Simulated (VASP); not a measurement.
# Ti2O (P-3m1) in VASP: a series of runs

Runs on Ti2O. Level: PBEsol. Tasks: single point, relaxation of the atoms.

Program: VASP 6.6.1. These are calculated values, not measurements. Logs are shortened: lines on timing, memory, paths and dates and some standing lists are left out, and cuts for length are marked.

## 1. The cell of the first run

It takes space group P-3m1 (No. 164, trigonal). Conventional cell: a = 2.894 Å, b = 2.894 Å, c = 4.629 Å, α = 90.00°, β = 90.00°, γ = 120.00°. Ti (site symmetry 3m) has 3 O at 2.07 Å and 12 Ti at 2.74 to 2.97 Å within 3.0 Å. O (site symmetry -3m) has 6 Ti at 2.07 Å within 2.7 Å.

## 2. Single point, PBEsol (equal strain along all axes, cell held: -2.0 %, then relaxed in part)

File INCAR:

```
  ALGO = Normal
  EDIFF = 1E-6
  ENCUT = 520
  GGA = PS
  ISIF = 2
  ISMEAR = 0
  LASPH = True
  LCHARG = False
  LREAL = False
  LWAVE = False
  NBANDS = 22
  NELM = 80
  PREC = Accurate
  SIGMA = 0.1
```

File KPOINTS:

```
k-points
0
Gamma
  24 24 12
```

File POSCAR:

```
Ti2O
1.0
    2.8938929396      0.0000000000      0.0000000000
   -1.4469464698      2.5061848015      0.0000000000
    0.0000000000      0.0000000000      4.6292589822
Ti O
2 1
Direct
    0.6666666667      0.3333333333      0.2649033850
    0.3333333333      0.6666666667      0.7350966150
    0.0000000000      0.0000000000      0.0000000000
```

Potentials or basis: VASP PAW PBE potentials, release 64 (Ti_sv, O).

Started as:

```sh
$ cat potpaw_PBE.64/Ti_sv/POTCAR potpaw_PBE.64/O/POTCAR > POTCAR
$ mpirun -np 1 vasp_std > vasp.out
```

OUTCAR:

```text
EDIFF = 1E-6
   ENCUT = 520
   GGA = PS
   ISIF = 2
   ISMEAR = 0
   LASPH = True
   LREAL = False
   NELM = 80
   PREC = Accurate

 ion  position               nearest neighbor table
   1  0.667  0.333  0.265-   3 2.07   3 2.07   3 2.07   2 2.74   2 2.74   2 2.74
   2  0.333  0.667  0.735-   3 2.07   3 2.07   3 2.07   1 2.74   1 2.74   1 2.74
   3  0.000  0.000  0.000-   1 2.07   2 2.07   2 2.07   1 2.07   1 2.07   2 2.07

  LATTYP: Found a hexagonal cell.
 ALAT       =     2.8938929396
 C/A-ratio  =     1.5996649077

  Lattice vectors:

 A1 = (   2.8938929396,   0.0000000000,   0.0000000000)
 A2 = (  -1.4469464698,   2.5061848015,   0.0000000000)
 A3 = (   0.0000000000,   0.0000000000,   4.6292589822)

Analysis of symmetry for initial positions (statically):
=====================================================================
 Subroutine PRICEL returns:
 Original cell was already a primitive cell.

 Routine SETGRP: Setting up the symmetry group for a
 hexagonal supercell.

 Subroutine GETGRP returns: Found 12 space group operations
 (whereof 12 operations were pure point group operations)
 out of a pool of 24 trial point group operations.

The static configuration has the point symmetry D_3d.

Analysis of symmetry for dynamics (positions and initial velocities):
=====================================================================
 Subroutine PRICEL returns:
 Original cell was already a primitive cell.

 Routine SETGRP: Setting up the symmetry group for a
 hexagonal supercell.

 Subroutine GETGRP returns: Found 12 space group operations
 (whereof 12 operations were pure point group operations)
 out of a pool of 24 trial point group operations.

The dynamic configuration has the point symmetry D_3d.

 Subroutine INISYM returns: Found 12 space group operations
 (whereof 12 operations are pure point group operations),
 and found     1 'primitive' translations

----------------------------------------------------------------------------------------

                                     Primitive cell

  volume of cell :      33.5743

  direct lattice vectors                    reciprocal lattice vectors
     2.893892940  0.000000000  0.000000000     0.345555285  0.199506437  0.000000000
    -1.446946470  2.506184801  0.000000000     0.000000000  0.399012874  0.000000000
     0.000000000  0.000000000  4.629258982     0.000000000  0.000000000  0.216017294

  length of vectors
     2.893892940  2.893892940  4.629258982     0.399012874  0.399012874  0.216017294

  position of ions in fractional coordinates (direct lattice)
     0.666666667  0.333333333  0.264903385
     0.333333333  0.666666667  0.735096615
     0.000000000  0.000000000  0.000000000

  ion indices of the primitive-cell ions
   primitive index   ion index
                 1           1
                 2           2
                 3           3

----------------------------------------------------------------------------------------

 KPOINTS: k-points

Automatic generation of k-mesh.
 Grid dimensions read from file:
 generate k-points for:   24   24   12

 Generating k-lattice:

  Cartesian coordinates                     Fractional coordinates (reciprocal lattice)
     0.014398137  0.008312768  0.000000000     0.041666667 -0.000000000  0.000000000
     0.000000000  0.016625536  0.000000000     0.000000000  0.041666667  0.000000000
     0.000000000  0.000000000  0.018001441     0.000000000  0.000000000  0.083333333

  Length of vectors
     0.016625536  0.016625536  0.018001441

  Shift w.r.t. Gamma in fractional coordinates (k-lattice)
     0.000000000  0.000000000  0.000000000

 Subroutine IBZKPT returns following result:
 ===========================================

 Found    667 irreducible k-points:

 Following reciprocal coordinates:
            Coordinates               Weight
  0.000000  0.000000  0.000000      1.000000
  0.041667  0.000000  0.000000      6.000000
  0.083333  0.000000  0.000000      6.000000
  0.125000  0.000000  0.000000      6.000000
  0.166667  0.000000  0.000000      6.000000
  0.208333  0.000000  0.000000      6.000000
[... 16 lines left out ...]
  0.416667  0.041667  0.000000     12.000000
  0.458333  0.041667  0.000000     12.000000
 [... further k-points ...]
   k-points           NKPTS =    667   k-points in BZ     NKDIM =    667   number of bands    NBANDS=     22
   number of dos      NEDOS =    301   number of ions     NIONS =      3
   total plane-waves  NPLWV =  20736
   dimension x,y,z NGX =    24 NGY =   24 NGZ =   36
   dimension x,y,z NGXF=    48 NGYF=   48 NGZF=   72
   ions per type =               2   1
   NGX,Y,Z   is equivalent  to a cutoff of  13.79, 13.79, 12.93 a.u.
   NGXF,Y,Z  is equivalent  to a cutoff of  27.57, 27.57, 25.86 a.u.
 SYSTEM =  unknown system
   PREC   = accura    normal or accurate (medium, high low for compatibility)
   ISTART =      0    job   : 0-new  1-cont  2-samecut
   ICHARG =      2    charge: 1-file 2-atom 10-const
   ISPIN  =      1    spin polarized calculation?
   LNONCOLLINEAR =      F non collinear calculations
   LSORBIT =      F    spin-orbit coupling
   LASPH  =      T    aspherical Exc in radial PAW
   ENCUT  =  520.0 eV  38.22 Ry    6.18 a.u.   5.38  5.38  8.61*2*pi/ulx,y,z
   NELM   =     80;   NELMIN=  2; NELMDL= -5     # of ELM steps
   EDIFF  = 0.1E-05   stopping-criterion for ELM
   LREAL  =      F    real-space projection
   EDIFFG = 0.1E-04   stopping-criterion for IOM
   NSW    =      0    number of steps for IOM
   IBRION =     -1    ionic relax: 0-MD 1-quasi-New 2-CG
   NFREE  =      0    steps in history (QN), initial steepest desc. (CG)
   ISIF   =      2    stress and relaxation
   ISYM   =      2    0-nonsym 1-usesym 2-fastsym
   POTIM  = 0.5000    time-step for ionic-motion
   TEBEG  =    0.0;   TEEND  =   0.0 temperature during run
   PSTRESS=    0.0 pullay stress
   NELECT =      30.0000    total number of electrons
   NUPDOWN=      -1.0000    fix difference up-down
   EMIN   =  10.00;   EMAX   =-10.00  energy-range for DOS
   EFERMI =   0.00;   METHOD = LEGACY
   ISMEAR =     0;   SIGMA  =   0.10  broadening in eV -4-tet -1-fermi 0-gaus
   EFERMI_NEDOS =   21; number of points for ismear=-14 and -15
   IALGO  =     38    algorithm
   IMIX   =      4    mixing-type and parameters
     AMIX     =   0.40;   BMIX     =  1.00
     AMIX_MAG =   1.60;   BMIX_MAG =  1.00
  volume/ion in A,a.u.               =      11.19        75.52
  Fermi-wavevector in a.u.,A,eV,Ry     =   1.576811  2.979740 33.828603  2.486332
  Thomas-Fermi vector in A             =   2.677588
   LORBIT       =      0    0 simple, 1 ext, 2 COOP (PROOUT), +10 PAW based schemes
   GGA     = PS    functional components
   LHFCALC =     F    Hartree Fock is set to
   AEXX    =    0.0000 exact exchange contribution
   IVDW    =     0    specifies the selected vdW correction
   LEPSILON=     F    determine dielectric tensor
   LRPA    =     F    only Hartree local field effects (RPA)
 non-spin polarized calculation
 Gauss-broadening in eV      SIGMA  =   0.10
  energy-cutoff  :      520.00
  volume of cell :       33.57
 maximum number of plane-waves:       929
 NGX is ok and might be reduce to    24
   NGX = 11   NGY = 11   NGZ = 17

 number of electron      29.9999999 magnetization

 Free energy of the ion-electron system (eV)
  ---------------------------------------------------
  ext. energy  EPLUGINS =         0.00000000
  ---------------------------------------------------
  free energy    TOTEN  =       -27.52278961 eV

  energy without entropy =      -27.51797194  energy(sigma->0) =      -27.52038077

 E-fermi :  10.7572     XC(G=0): -12.9085

 val. band max:       10.7507852282   @ k =   0.0833   0.0833   0.2500
 cond. band min:      10.7595594725   @ k =   0.3750   0.0833   0.3333
 fundamental gap:      0.0087742444
 Fermi energy:        10.7571570330

 k-point     1 :       0.0000    0.0000    0.0000
  band No.  band energies     occupation
      1     -46.0966      2.00000
      2     -45.9156      2.00000
      3     -23.0055      2.00000
      4     -22.1378      2.00000
      5     -22.1378      2.00000
      6     -22.0278      2.00000
[... 14 lines left out ...]
     21      12.0149      0.00000
     22      15.2138      0.00000

 k-point     2 :       0.0417    0.0000    0.0000
  band No.  band energies     occupation
      1     -46.0943      2.00000
      2     -45.9147      2.00000
      3     -22.9992      2.00000
      4     -22.1502      2.00000
      5     -22.1418      2.00000
      6     -22.0399      2.00000
[... 14 lines left out ...]
     21      12.1803      0.00000
     22      15.0770      0.00000

 k-point     3 :       0.0833    0.0000    0.0000
  band No.  band energies     occupation
      1     -46.0874      2.00000
      2     -45.9120      2.00000
      3     -22.9804      2.00000
      4     -22.1857      2.00000
      5     -22.1532      2.00000
      6     -22.0752      2.00000
[... 14 lines left out ...]
     21      12.4205      0.00000
     22      14.8096      0.00000

 k-point     4 :       0.1250    0.0000    0.0000
  band No.  band energies     occupation
      1     -46.0764      2.00000
      2     -45.9077      2.00000
      3     -22.9499      2.00000
      4     -22.2413      2.00000
      5     -22.1707      2.00000
      6     -22.1294      2.00000
[... 14 lines left out ...]
     21      12.6783      0.00000
     22      14.5416      0.00000

 k-point     5 :       0.1667    0.0000    0.0000
  band No.  band energies     occupation
      1     -46.0618      2.00000
      2     -45.9024      2.00000
      3     -22.9091      2.00000
      4     -22.3138      2.00000
      5     -22.1969      2.00000
      6     -22.1926      2.00000
[... 417 lines left out ...]
 k-point    22 :       0.3750    0.0417    0.0000
  band No.  band energies     occupation
      1     -45.9585      2.00000
      2     -45.8795      2.00000
      3     -22.7879      2.00000
      4     -22.6018      2.00000
      5     -22.5326      2.00000
      6     -22.3217      2.00000
[... 14 lines left out ...]
     21      13.9891      0.00000
     22      14.4245      0.00000

 k-point    23 :       0.4167    0.0417    0.0000
  band No.  band energies     occupation
      1     -45.9456      2.00000
      2     -45.8797      2.00000
      3     -22.8315      2.00000
      4     -22.6141      2.00000
      5     -22.5055      2.00000
      6     -22.3350      2.00000
[... 14 lines left out ...]
     21      14.0373      0.00000
     22      14.2991      0.00000

 k-point    24 :       0.4583    0.0417    0.0000
  band No.  band energies     occupation
      1     -45.9383      2.00000
      2     -45.8805      2.00000
      3     -22.8544      2.00000
      4     -22.6274      2.00000
      5     -22.4792      2.00000
      6     -22.3421      2.00000
[... 14 lines left out ...]
     21      14.1047      0.00000
     22      14.1946      0.00000

 [... further k-points ...]
[... 5 lines left out ...]
  --------------------------------------------------------------------------------------
  -------------------------------------------------------------------------------------
  Total        2.8624634      2.8624634      3.0942244      0.0000000      0.0000000     -0.0000000
  in kB      136.5977334    136.5977334    147.6574506      0.0000000      0.0000000     -0.0000000
  external PRESSURE =     140.2843058 kB  Pullay stress =       0.0000000 kB

 VOLUME and BASIS-vectors are now :
 -----------------------------------------------------------------------------
  energy-cutoff  :      520.00
  volume of cell :       33.57
      direct lattice vectors                 reciprocal lattice vectors
     2.893892940  0.000000000  0.000000000     0.345555285  0.199506437  0.000000000
    -1.446946470  2.506184801  0.000000000     0.000000000  0.399012874  0.000000000
     0.000000000  0.000000000  4.629258982     0.000000000  0.000000000  0.216017294

 POSITION                                       TOTAL-FORCE (eV/Angst)
 -----------------------------------------------------------------------------------
      1.44695      0.83539      1.22631         0.000000      0.000000      0.060042
     -0.00000      1.67079      3.40295        -0.000000      0.000000     -0.060042
      0.00000      0.00000      0.00000        -0.000000      0.000000      0.000000
 -----------------------------------------------------------------------------------
    total drift:                                0.000000     -0.000000      0.000000

  FREE ENERGIE OF THE ION-ELECTRON SYSTEM (eV)
  ---------------------------------------------------
  free  energy   TOTEN  =       -27.5227896128 eV

  energy  without entropy=      -27.5179719360  energy(sigma->0) =      -27.52038077
```

It took 4.3 min on 1 thread of Intel Xeon Platinum 8488C (Sapphire Rapids), shared host; peak memory 0.5 GiB.

What came out:

```yaml
Free_energy: -27.5228 eV
Pressure: 14.0 GPa
Largest_force: 0.060 eV/Å
Band_gap_on_the_k_mesh: zero (bands 15 and 16 overlap by 0.85 eV)
```

Forces on the atoms (eV/Å):
```
Ti   0.000  0.000  0.060
Ti   0.000  0.000 -0.060
O    0.000  0.000  0.000
```

Levels at points of the mesh, in eV from the Fermi level:
```
           k point  band 13  band 14  band 15  band 16  band 17  band 18
(0.00, 0.00, 0.00)    -3.58    -0.03     0.22     0.60     0.60     1.14
(0.50, 0.00, 0.00)    -2.92    -1.33    -0.42     1.42     1.93     3.17
(0.00, 0.00, 0.50)    -1.70    -1.64     0.08     0.08     1.43     2.21
(0.50, 0.00, 0.50)    -1.76    -1.27    -0.56    -0.21     1.14     2.94
```

Caveat: the cell differs from its parent crystal (equal strain along all axes, cell held: -2.0 %, then relaxed in part); the cell stands under pressure; the PAW data sets were made with another functional, which shifts forces and pressure a little.

## 3. Single point, PBEsol (equal strain along all axes, cell held: -1.0 %, then relaxed in part)

File INCAR:

```
PREC     = Accurate       # precision mode
ENCUT    = 520            # plane-wave cutoff, eV
EDIFF    = 1E-6           # SCF threshold, eV
ISMEAR   = 0              # smearing method
SIGMA    = 0.1            # smearing width, eV
LREAL    = False          # projectors in reciprocal space
LASPH    = True           # aspherical terms in the spheres
NELM     = 100            # most SCF steps
ALGO     = Normal         # electronic algorithm
ISIF     = 2              # what is computed and relaxed
LWAVE    = False          # write WAVECAR
LCHARG   = False          # write CHGCAR
GGA      = PS             # functional
NBANDS   = 22             # bands
```

File KPOINTS:

```
Automatic mesh
0
Gamma
  24 24 12
```

File POSCAR:

```
Ti2O
1.0
    2.9234224594      0.0000000000      0.0000000000
   -1.4617112297      2.5317581158      0.0000000000
    0.0000000000      0.0000000000      4.6764963188
Ti O
2 1
Direct
    0.6666666667      0.3333333333      0.2638720735
    0.3333333333      0.6666666667      0.7361279265
    0.0000000000      0.0000000000      0.0000000000
```

Potentials or basis: VASP PAW PBE potentials, release 64 (Ti_sv, O).

Started as:

```sh
$ cat potpaw_PBE.64/Ti_sv/POTCAR potpaw_PBE.64/O/POTCAR > POTCAR
$ mpirun -np 1 vasp_std > vasp.out
```

It took 5.2 min on 1 thread of Intel Xeon Platinum 8488C (Sapphire Rapids), shared host; peak memory 0.52 GiB.

It converged, with:

| Property | Result |
| --- | --- |
| Free energy | -27.5899 eV |
| Pressure | 6.7 GPa |
| Largest force | 0.053 eV/Å |
| Band gap on the k mesh | zero (bands 15 and 16 overlap by 0.81 eV) |

Forces on the atoms (eV/Å):
```
Ti   0.000  0.000  0.053
Ti   0.000  0.000 -0.053
O    0.000  0.000  0.000
```

Stress tensor (GPa, compression positive):
```
6.56 0.00 0.00
0.00 6.56 0.00
0.00 0.00 7.07
```

Levels at points of the mesh, in eV from the Fermi level:
```
           k point  band 13  band 14  band 15  band 16  band 17  band 18
(0.00, 0.00, 0.00)    -3.62    -0.02     0.20     0.58     0.58     1.09
(0.50, 0.00, 0.00)    -2.80    -1.31    -0.46     1.37     1.85     3.03
(0.00, 0.00, 0.50)    -1.70    -1.64     0.08     0.08     1.36     2.12
(0.50, 0.00, 0.50)    -1.72    -1.25    -0.58    -0.19     1.11     2.80
```

Caveat: the cell differs from its parent crystal (equal strain along all axes, cell held: -1.0 %, then relaxed in part); the cell stands under pressure; the PAW data sets were made with another functional, which shifts forces and pressure a little.

## 4. Relaxation of the atoms, PBEsol

This run uses another cell than the first one, of 11.60 Å³/atom.

File INCAR:

```
SYSTEM = Ti2O
ALGO     = Fast           ! electronic algorithm
EDIFF    = 1E-7           ! SCF threshold, eV
EDIFFG   = -0.01          ! ionic threshold
ENCUT    = 520            ! plane-wave cutoff, eV
GGA      = PS             ! functional
IBRION   = 2              ! ionic algorithm
ISIF     = 2              ! what is computed and relaxed
ISMEAR   = 0              ! smearing method
LASPH    = .TRUE.         ! aspherical terms in the spheres
LCHARG   = .FALSE.        ! write CHGCAR
LREAL    = .FALSE.        ! projectors in reciprocal space
LWAVE    = .FALSE.        ! write WAVECAR
NELM     = 80             ! most SCF steps
NSW      = 60             ! ionic steps
PREC     = Accurate       ! precision mode
SIGMA    = 0.1            ! smearing width, eV
```

File KPOINTS:

```
k-points
0
G
  18 18 10
  0 0 0
```

File POSCAR:

```
Ti2O
1.0
    2.9193980238      0.0000000000      0.0000000000
   -1.4596990119      2.5282728524      0.0000000000
    0.0000000000      0.0000000000      4.7130000000
Ti O
2 1
Direct
    0.6666666667      0.3333333333      0.2787400000
    0.3333333333      0.6666666667      0.7212600000
    0.0000000000      0.0000000000      0.0000000000
```

Started as:

```sh
$ cat potpaw_PBE.64/Ti_sv/POTCAR potpaw_PBE.64/O/POTCAR > POTCAR
$ mpirun -np 1 vasp_std > vasp.out
```

Wall time 36 min (1 thread of Oxide Virtual Turin-like, shared host); peak memory 0.29 GiB.

Results (log left out):

```
Free energy               : -27.5964 eV
Energy gained by relaxing : 26.2 meV/atom
Ionic steps               : 3
Pressure after relaxing   : 5.4 GPa
Band gap on the k mesh    : zero (bands 15 and 16 overlap by 0.76 eV)
```

Stress tensor (GPa, compression positive):
```
5.89 0.00 0.00
0.00 5.89 0.00
0.00 0.00 4.46
```

The path:
```tsv
step	energy change (eV)	largest force (eV/Å)	pressure (GPa)
1	0.0000	1.2796	4.73
2	-0.0783	0.0476	5.43
3	-0.0785	0.0010	5.41
```

Final structure:
```xyz
3
Lattice="2.9194 0.0000 0.0000 -1.4597 2.5283 0.0000 0.0000 0.0000 4.7130" Properties=species:S:1:pos:R:3 pbc="T T T"
Ti    1.4597    0.8428    1.2492
Ti    0.0000    1.6855    3.4638
O     0.0000    0.0000    0.0000
```

Levels at points of the mesh, in eV from the Fermi level:
```tsv
k point	band 11	band 12	band 13	band 14	band 15	band 16	band 17	band 18	band 19
(0.00, 0.00, 0.00)	-6.33	-6.33	-3.65	-0.06	0.17	0.58	0.58	1.20	1.20
(0.50, 0.00, 0.00)	-7.21	-6.76	-2.78	-1.30	-0.45	1.28	1.88	3.03	3.12
(0.00, 0.00, 0.50)	-6.40	-6.40	-1.74	-1.69	0.11	0.11	1.32	2.08	2.08
(0.50, 0.00, 0.50)	-7.24	-6.68	-1.72	-1.25	-0.57	-0.24	1.11	2.88	3.09
```

Caveat: the PAW data sets were made with another functional, which shifts forces and pressure a little.

## 5. Summary

```tsv
task	cell	k mesh	gap on the mesh (eV)	pressure (GPa)	largest force (eV/Å)
single point	a = 2.894, b = 2.894, c = 4.629 Å, angles 90.0, 90.0, 120.0°, 3 atoms, atomic positions A	24 × 24 × 12	none	14.0	0.06
single point	a = 2.923, b = 2.923, c = 4.676 Å, angles 90.0, 90.0, 120.0°, 3 atoms, atomic positions B	24 × 24 × 12	none	6.7	0.05
relaxation of the atoms	atoms relaxed from a = 2.919, b = 2.919, c = 4.713 Å, angles 90.0, 90.0, 120.0°, 3 atoms, atomic positions C	18 × 18 × 10	none	5.4	-
```

Alike in all rows: level PBEsol; potentials or basis VASP PAW PBE potentials, release 64 (Ti_sv, O); no spin polarisation; cutoff (eV) 520; smearing gaussian 0.1 eV.

Caveats: the PAW data sets were made with another functional, which shifts forces and pressure a little; the cell stands under pressure (at least some runs).

Absolute energies hang on the potentials; compare differences alone.
